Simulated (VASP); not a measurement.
# MgO (F-43m) in VASP: a series of runs

The runs below take MgO through single point, relaxation of cell and atoms, with PBE.

All numbers are computed with VASP 6.6.1; they aren't measurements. Logs are shortened: lines on timing, memory, paths and dates and some standing lists are left out, and cuts for length are marked.

## Step 1: The cell of the first run

Symmetry: F-43m, No. 216, cubic system. The conventional cell has a = 4.613 Å, b = 4.613 Å, c = 4.613 Å, α = 90.00°, β = 90.00°, γ = 90.00°. Within 2.6 Å of Mg (site symmetry -43m) lie 4 O at 2.00 Å. Within 2.6 Å of O (site symmetry -43m) lie 4 Mg at 2.00 Å.

## Step 2: Single point, PBE

Input file INCAR:

```
SYSTEM = MgO
ALGO = Normal
EDIFF = 1E-6
ENCUT = 600
GGA = PE
GGA_COMPAT = .False.
ISIF = 2
ISMEAR = 0
LASPH = .True.
LCHARG = .True.
LELF = .True.
LREAL = .False.
LVHAR = .True.
LWAVE = .False.
NBANDS = 11
NELM = 120
PREC = Accurate
SIGMA = 0.02
```

Input file KPOINTS:

```
k-points
0
Gamma
  8 8 8
  0 0 0
```

Input file POSCAR:

```
MgO
1.0
    0.0000000000      2.3062840489      2.3062840489
    2.3062840489      0.0000000000      2.3062840489
    2.3062840489      2.3062840489      0.0000000000
Mg O
1 1
Direct
    0.0000000000      0.0000000000      0.0000000000
    0.2500000000      0.2500000000      0.2500000000
```

Potentials or basis: VASP PAW PBE potentials, release 64 (Mg, O).

On the command line:

```sh
> cat potpaw_PBE.64/Mg/POTCAR potpaw_PBE.64/O/POTCAR > POTCAR
> mpirun -np 1 vasp_std > vasp.out
```

OUTCAR:

```text
SYSTEM = MgO
   EDIFF = 1E-6
   ENCUT = 600
   GGA = PE
   ISIF = 2
   ISMEAR = 0
   LASPH = .True.
   LREAL = .False.
   NELM = 120
   PREC = Accurate

 ion  position               nearest neighbor table
   1  0.000  0.000  0.000-   2 2.00   2 2.00   2 2.00   2 2.00
   2  0.250  0.250  0.250-   1 2.00   1 2.00   1 2.00   1 2.00

  LATTYP: Found a face centered cubic cell.
 ALAT       =     4.6125680978

  Lattice vectors:

 A1 = (   0.0000000000,   2.3062840489,   2.3062840489)
 A2 = (   2.3062840489,   0.0000000000,   2.3062840489)
 A3 = (   2.3062840489,   2.3062840489,   0.0000000000)

Analysis of symmetry for initial positions (statically):
=====================================================================
 Subroutine PRICEL returns:
 Original cell was already a primitive cell.

 Routine SETGRP: Setting up the symmetry group for a
 face centered cubic supercell.

 Subroutine GETGRP returns: Found 24 space group operations
 (whereof 24 operations were pure point group operations)
 out of a pool of 48 trial point group operations.

The static configuration has the point symmetry T_d .

Analysis of symmetry for dynamics (positions and initial velocities):
=====================================================================
 Subroutine PRICEL returns:
 Original cell was already a primitive cell.

 Routine SETGRP: Setting up the symmetry group for a
 face centered cubic supercell.

 Subroutine GETGRP returns: Found 24 space group operations
 (whereof 24 operations were pure point group operations)
 out of a pool of 48 trial point group operations.

The dynamic configuration has the point symmetry T_d .

 Subroutine INISYM returns: Found 24 space group operations
 (whereof 24 operations are pure point group operations),
 and found     1 'primitive' translations

----------------------------------------------------------------------------------------

                                     Primitive cell

  volume of cell :      24.5340

  direct lattice vectors                    reciprocal lattice vectors
     0.000000000  2.306284049  2.306284049    -0.216798967  0.216798967  0.216798967
     2.306284049  0.000000000  2.306284049     0.216798967 -0.216798967  0.216798967
     2.306284049  2.306284049  0.000000000     0.216798967  0.216798967 -0.216798967

  length of vectors
     3.261578181  3.261578181  3.261578181     0.375506826  0.375506826  0.375506826

  position of ions in fractional coordinates (direct lattice)
     0.000000000  0.000000000  0.000000000
     0.250000000  0.250000000  0.250000000

  ion indices of the primitive-cell ions
   primitive index   ion index
                 1           1
                 2           2

----------------------------------------------------------------------------------------

 KPOINTS: k-points

Automatic generation of k-mesh.
 Grid dimensions read from file:
 generate k-points for:    8    8    8

 Generating k-lattice:

  Cartesian coordinates                     Fractional coordinates (reciprocal lattice)
    -0.027099871  0.027099871  0.027099871     0.125000000  0.000000000  0.000000000
     0.027099871 -0.027099871  0.027099871     0.000000000  0.125000000  0.000000000
     0.027099871  0.027099871 -0.027099871     0.000000000  0.000000000  0.125000000

  Length of vectors
     0.046938353  0.046938353  0.046938353

  Shift w.r.t. Gamma in fractional coordinates (k-lattice)
     0.000000000  0.000000000  0.000000000

 Subroutine IBZKPT returns following result:
 ===========================================

 Found     29 irreducible k-points:

 Following reciprocal coordinates:
            Coordinates               Weight
  0.000000  0.000000  0.000000      1.000000
  0.125000  0.000000  0.000000      8.000000
  0.250000  0.000000  0.000000      8.000000
  0.375000  0.000000  0.000000      8.000000
  0.500000  0.000000  0.000000      4.000000
  0.125000  0.125000  0.000000      6.000000
[... 16 lines left out ...]
  0.500000  0.250000  0.125000     48.000000
 -0.375000  0.250000  0.125000     24.000000
 [... further k-points ...]
   k-points           NKPTS =     29   k-points in BZ     NKDIM =     29   number of bands    NBANDS=     11
   number of dos      NEDOS =    301   number of ions     NIONS =      2
   total plane-waves  NPLWV =  21952
   dimension x,y,z NGX =    28 NGY =   28 NGZ =   28
   dimension x,y,z NGXF=    56 NGYF=   56 NGZF=   56
   ions per type =               1   1
   NGX,Y,Z   is equivalent  to a cutoff of  14.27, 14.27, 14.27 a.u.
   NGXF,Y,Z  is equivalent  to a cutoff of  28.54, 28.54, 28.54 a.u.
 SYSTEM =  MgO
   PREC   = accura    normal or accurate (medium, high low for compatibility)
   ISTART =      0    job   : 0-new  1-cont  2-samecut
   ICHARG =      2    charge: 1-file 2-atom 10-const
   ISPIN  =      1    spin polarized calculation?
   LNONCOLLINEAR =      F non collinear calculations
   LSORBIT =      F    spin-orbit coupling
   LASPH  =      T    aspherical Exc in radial PAW
   ENCUT  =  600.0 eV  44.10 Ry    6.64 a.u.   6.51  6.51  6.51*2*pi/ulx,y,z
   NELM   =    120;   NELMIN=  2; NELMDL= -5     # of ELM steps
   EDIFF  = 0.1E-05   stopping-criterion for ELM
   LREAL  =      F    real-space projection
   EDIFFG = 0.1E-04   stopping-criterion for IOM
   NSW    =      0    number of steps for IOM
   IBRION =     -1    ionic relax: 0-MD 1-quasi-New 2-CG
   NFREE  =      0    steps in history (QN), initial steepest desc. (CG)
   ISIF   =      2    stress and relaxation
   ISYM   =      2    0-nonsym 1-usesym 2-fastsym
   POTIM  = 0.5000    time-step for ionic-motion
   TEBEG  =    0.0;   TEEND  =   0.0 temperature during run
   PSTRESS=    0.0 pullay stress
   NELECT =       8.0000    total number of electrons
   NUPDOWN=      -1.0000    fix difference up-down
   EMIN   =  10.00;   EMAX   =-10.00  energy-range for DOS
   EFERMI =   0.00;   METHOD = LEGACY
   ISMEAR =     0;   SIGMA  =   0.02  broadening in eV -4-tet -1-fermi 0-gaus
   EFERMI_NEDOS =   21; number of points for ismear=-14 and -15
   IALGO  =     38    algorithm
   IMIX   =      4    mixing-type and parameters
     AMIX     =   0.40;   BMIX     =  1.00
     AMIX_MAG =   1.60;   BMIX_MAG =  1.00
  volume/ion in A,a.u.               =      12.27        82.78
  Fermi-wavevector in a.u.,A,eV,Ry     =   1.126805  2.129352 17.275169  1.269689
  Thomas-Fermi vector in A             =   2.263488
   LORBIT       =      0    0 simple, 1 ext, 2 COOP (PROOUT), +10 PAW based schemes
   GGA     = PE    functional components
   LHFCALC =     F    Hartree Fock is set to
   AEXX    =    0.0000 exact exchange contribution
   IVDW    =     0    specifies the selected vdW correction
   LEPSILON=     F    determine dielectric tensor
   LRPA    =     F    only Hartree local field effects (RPA)
 non-spin polarized calculation
 Gauss-broadening in eV      SIGMA  =   0.02
  energy-cutoff  :      600.00
  volume of cell :       24.53
 maximum number of plane-waves:       869
 NGX is ok and might be reduce to    28
   NGX = 13   NGY = 13   NGZ = 13

 number of electron       8.0000002 magnetization

 Free energy of the ion-electron system (eV)
  ---------------------------------------------------
  ext. energy  EPLUGINS =         0.00000000
  ---------------------------------------------------
  free energy    TOTEN  =       -11.70396118 eV

  energy without entropy =      -11.70396118  energy(sigma->0) =      -11.70396118

 E-fermi :   0.7779     XC(G=0):  -9.5847

 val. band max:        0.6244053207   @ k =   0.0000   0.0000   0.0000
 cond. band min:       4.0902176965   @ k =   0.0000   0.0000   0.0000
 fundamental gap:      3.4658123759
 Fermi energy:         0.7779074195

 k-point     1 :       0.0000    0.0000    0.0000
  band No.  band energies     occupation
      1     -15.1855      2.00000
      2       0.6244      2.00000
      3       0.6244      2.00000
      4       0.6244      2.00000
      5       4.0902      0.00000
      6      17.0940      0.00000
      7      17.0940      0.00000
      8      17.0940      0.00000
      9      20.6468      0.00000
     10      20.6474      0.00000
     11      20.6784      0.00000

 k-point     2 :       0.1250    0.0000    0.0000
  band No.  band energies     occupation
      1     -15.0998      2.00000
      2      -0.0525      2.00000
      3       0.5970      2.00000
      4       0.5970      2.00000
      5       4.9013      0.00000
      6      15.8061      0.00000
      7      17.0298      0.00000
      8      17.0298      0.00000
      9      19.0735      0.00000
     10      19.0735      0.00000
     11      19.9949      0.00000

 k-point     3 :       0.2500    0.0000    0.0000
  band No.  band energies     occupation
      1     -14.8855      2.00000
      2      -1.1722      2.00000
      3       0.5318      2.00000
      4       0.5318      2.00000
      5       6.4181      0.00000
      6      13.5505      0.00000
      7      16.1648      0.00000
      8      16.1648      0.00000
      9      19.4977      0.00000
     10      19.4977      0.00000
     11      19.5270      0.00000

 k-point     4 :       0.3750    0.0000    0.0000
  band No.  band energies     occupation
      1     -14.6589      2.00000
      2      -2.0190      2.00000
      3       0.4683      2.00000
      4       0.4683      2.00000
      5       7.9736      0.00000
      6      11.4769      0.00000
      7      15.3140      0.00000
      8      15.3140      0.00000
      9      19.6452      0.00000
     10      20.9617      0.00000
     11      20.9617      0.00000

 k-point     5 :       0.5000    0.0000    0.0000
  band No.  band energies     occupation
      1     -14.5610      2.00000
      2      -2.3302      2.00000
      3       0.4425      2.00000
      4       0.4425      2.00000
      5       9.1899      0.00000
      6      10.0724      0.00000
      7      15.0088      0.00000
      8      15.0088      0.00000
      9      19.8675      0.00000
     10      21.9337      0.00000
     11      21.9337      0.00000
[... 211 lines left out ...]
 k-point    21 :       0.5000    0.5000    0.0000
  band No.  band energies     occupation
      1     -14.3767      2.00000
      2      -1.8164      2.00000
      3      -0.1005      2.00000
      4      -0.1005      2.00000
      5       6.8072      0.00000
      6      12.0134      0.00000
      7      14.2844      0.00000
      8      16.9229      0.00000
      9      16.9229      0.00000
     10      22.0621      0.00000
     11      26.8327      0.00000

 k-point    22 :       0.3750    0.2500    0.1250
  band No.  band energies     occupation
      1     -14.7264      2.00000
      2      -1.3487      2.00000
      3       0.0409      2.00000
      4       0.3986      2.00000
      5       7.2703      0.00000
      6      12.8733      0.00000
      7      14.2182      0.00000
      8      16.1954      0.00000
      9      17.9523      0.00000
     10      21.6722      0.00000
     11      23.2056      0.00000

 k-point    23 :       0.5000    0.2500    0.1250
  band No.  band energies     occupation
      1     -14.5448      2.00000
      2      -1.7217      2.00000
      3      -0.2532      2.00000
      4       0.2802      2.00000
      5       8.3678      0.00000
      6      11.4795      0.00000
      7      13.7903      0.00000
      8      15.6599      0.00000
      9      19.1329      0.00000
     10      21.7025      0.00000
     11      23.6900      0.00000

 k-point    24 :      -0.3750    0.2500    0.1250
  band No.  band energies     occupation
      1     -14.4674      2.00000
      2      -1.8653      2.00000
      3      -0.3546      2.00000
      4       0.2107      2.00000
      5       9.0301      0.00000
      6      10.6714      0.00000
      7      13.7734      0.00000
      8      15.4565      0.00000
      9      20.0584      0.00000
     10      21.1102      0.00000
     11      24.1495      0.00000

 [... further k-points ...]

------------------------ aborting loop because EDIFF is reached ----------------------------------------

  FORCE on cell =-STRESS in cart. coord.  units (eV):
  Direction    XX          YY          ZZ          XY          YZ          ZX
  --------------------------------------------------------------------------------------
  -------------------------------------------------------------------------------------
  Total       -0.0897813     -0.0897813     -0.0897813      0.0000000     -0.0000000      0.0000000
  in kB       -5.8631106     -5.8631106     -5.8631106      0.0000000     -0.0000000      0.0000000
  external PRESSURE =      -5.8631106 kB  Pullay stress =       0.0000000 kB

 VOLUME and BASIS-vectors are now :
 -----------------------------------------------------------------------------
  energy-cutoff  :      600.00
  volume of cell :       24.53
      direct lattice vectors                 reciprocal lattice vectors
     0.000000000  2.306284049  2.306284049    -0.216798967  0.216798967  0.216798967
     2.306284049  0.000000000  2.306284049     0.216798967 -0.216798967  0.216798967
     2.306284049  2.306284049  0.000000000     0.216798967  0.216798967 -0.216798967

 POSITION                                       TOTAL-FORCE (eV/Angst)
 -----------------------------------------------------------------------------------
      0.00000      0.00000      0.00000        -0.000000     -0.000000     -0.000000
      1.15314      1.15314      1.15314         0.000000      0.000000      0.000000
 -----------------------------------------------------------------------------------
    total drift:                               -0.000000     -0.000000     -0.000000

  FREE ENERGIE OF THE ION-ELECTRON SYSTEM (eV)
  ---------------------------------------------------
  free  energy   TOTEN  =       -11.7039611792 eV

  energy  without entropy=      -11.7039611792  energy(sigma->0) =      -11.70396118
```

Wall time 18 s (1 thread of Intel Xeon 8259CL, shared host); peak memory 0.16 GiB.

Results:

| Property | Result |
| --- | --- |
| Free energy | -11.7040 eV |
| Pressure | -0.6 GPa |
| Band gap on the k mesh | 3.47 eV, direct |

## Step 3: Relaxation of cell and atoms, PBE

Input file INCAR:

```
PREC = Accurate ; ENCUT = 600
EDIFF = 1E-7 ; ISMEAR = 0
SIGMA = 0.01 ; LREAL = F
LASPH = T ; NELM = 120
ALGO = Normal ; ISIF = 3
LWAVE = F ; LCHARG = F
GGA = PE ; IBRION = 2
NSW = 80 ; EDIFFG = -0.001
GGA_COMPAT = F ; NELMIN = 4
```

Input file KPOINTS:

```
regular mesh
0
Gamma
  8 8 8
```

POSCAR is that of step 2.

Potentials or basis: VASP PAW PBE potentials, release 64 (Mg, O).

On the command line:

```sh
> cat potpaw_PBE.64/Mg/POTCAR potpaw_PBE.64/O/POTCAR > POTCAR
> mpirun -np 1 vasp_std > vasp.out
```

It took 30 s on 1 thread of Intel Xeon 8259CL, shared host; peak memory 0.17 GiB.

Results (log left out):

```yaml
Free_energy: -11.7042 eV
Relaxed_volume: 12.21 Å³/atom
Relaxed_cell: a = 3.256 Å, b = 3.256 Å, c = 3.256 Å, α = 60.00°, β = 60.00°, γ = 60.00°
Space_group_after_relaxing_to_0.05_Å: F-43m (No. 216)
Energy_gained_by_relaxing: 0.1 meV/atom
Ionic_steps: 3
Pressure_after_relaxing: 0.0 GPa
Band_gap_on_the_k_mesh: 3.49 eV, direct
```

The path:
```csv
step,energy change (eV),largest force (eV/Å),pressure (GPa),volume (Å³)
1,0.0000,0.0000,-0.58,24.53
2,-0.0002,0.0000,0.16,24.38
3,-0.0002,0.0000,0.00,24.41
```

Final structure:
```
CELL_PARAMETERS angstrom
0.00000 2.30240 2.30240
2.30240 0.00000 2.30240
2.30240 2.30240 0.00000
ATOMIC_POSITIONS crystal
Mg 0.00000 0.00000 0.00000
O 0.25000 0.25000 0.25000
```

Levels at points of the mesh, in eV from the valence-band top:
| k point | band 1 | band 2 | band 3 | band 4 | band 5 | band 6 | band 7 | band 8 |
| --- | --- | --- | --- | --- | --- | --- | --- | --- |
| (0.00, 0.00, 0.00) | -15.82 | 0.00 | 0.00 | 0.00 | 3.49 | 16.52 | 16.52 | 16.52 |
| (0.50, 0.00, 0.00) | -15.19 | -2.97 | -0.18 | -0.18 | 8.60 | 9.49 | 14.42 | 14.42 |
| (0.50, 0.50, 0.00) | -15.01 | -2.45 | -0.73 | -0.73 | 6.20 | 11.42 | 13.73 | 16.36 |

Expect the measured gap to be larger: semilocal functionals such as PBE lack the derivative discontinuity.
